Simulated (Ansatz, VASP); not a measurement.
ZnS: VASP beside Ansatz

File POSCAR:

```
ZnS
1.0
    3.8491087694      0.0000000000      0.0000000000
   -1.9245543847      3.3004217586      0.0000000000
    0.0000000000      0.0000000000      6.2340000000
Zn S
2 2
Direct
    0.3333333333      0.6666666667      0.0000000000
    0.6666666667      0.3333333333      0.5000000000
    0.3333333333      0.6666666667      0.3850000000
    0.6666666667      0.3333333333      0.8850000000
```

Contents of INCAR.step1:

```
SYSTEM = ZnS
ALGO = Normal
EDIFF = 1E-4
ENCUT = 520
GGA = PE
ISMEAR = 0
LASPH = .True.
LCHARG = .False.
LREAL = .False.
LWAVE = .True.
NBANDS = 26
NELM = 80
PREC = Accurate
SIGMA = 0.05
```

INCAR.step2

```
SYSTEM = ZnS
ALGO = Normal
EDIFF = 1E-6
ENCUT = 520
ISIF = 2
ISMEAR = 0
ISTART = 1
LASPH = .True.
LCHARG = .False.
LMIXTAU = .True.
LREAL = .False.
LWAVE = .False.
METAGGA = R2SCAN
NBANDS = 26
NELM = 80
PREC = Accurate
SIGMA = 0.05
```

The input KPOINTS:

```
k-points
0
Gamma
  6 6 4
  0 0 0
```

Input for Ansatz:

```yaml
crystal:
  lattice:
    - [3.8491087694, 0.0, 0.0]
    - [-1.9245543847, 3.3004217586, 0.0]
    - [0.0, 0.0, 6.234]
  atoms:
    - { symbol: Zn, position: [0.3333333333, 0.6666666667, 0.0] }
    - { symbol: Zn, position: [0.6666666667, 0.3333333333, 0.5] }
    - { symbol: S, position: [0.3333333333, 0.6666666667, 0.385] }
    - { symbol: S, position: [0.6666666667, 0.3333333333, 0.885] }
basis:
  ecutwfc: 500
kpoints:
  mp_grid: { grid: [6, 6, 4] }
hamiltonian:
  xc: r2scan
scf:
  occupations: { method: gaussian, width: 0.05 }
output:
  forces: true
  stress: true
  eigenvalues: true
```

Change from the starting cell: strain +0.0100 x Voigt [1, 0, 0, 0, 0, 0], atoms carried along.

Alike in both runs: task single point; functional r2SCAN; k mesh 6 × 6 × 4; occupations gaussian, width 0.05 eV; no spin polarisation.

|  | VASP | Ansatz |
| --- | --- | --- |
| version | VASP 6.6.1 | Ansatz 0.2.0 |
| potentials or method | VASP PAW PBE potentials, release 64 (Zn, S), cutoff 520 eV | scalar-relativistic, plane waves, PAW |
| valence electrons in the cell | 36 | 36 |

```tsv
	VASP	Ansatz	Ansatz less VASP
gap on the k mesh at the Fermi level (eV)	2.77	2.76	-0.008
least direct gap on the mesh (eV)	2.77	2.76	-0.008
pressure (GPa)	-0.6	-0.7	-0.08
traceless stress, the component that is largest in VASP (GPa)	0.98	0.97	-0.011
rms of the force components (eV/Å)	0.168	0.168	-0.0004
```

VASP's potentials were made for PBE, not for r2SCAN. Atom by atom the forces differ by 0.007 eV/Å (rms over components). The functional is the same, so the differences come from potentials, cutoffs and numerics.
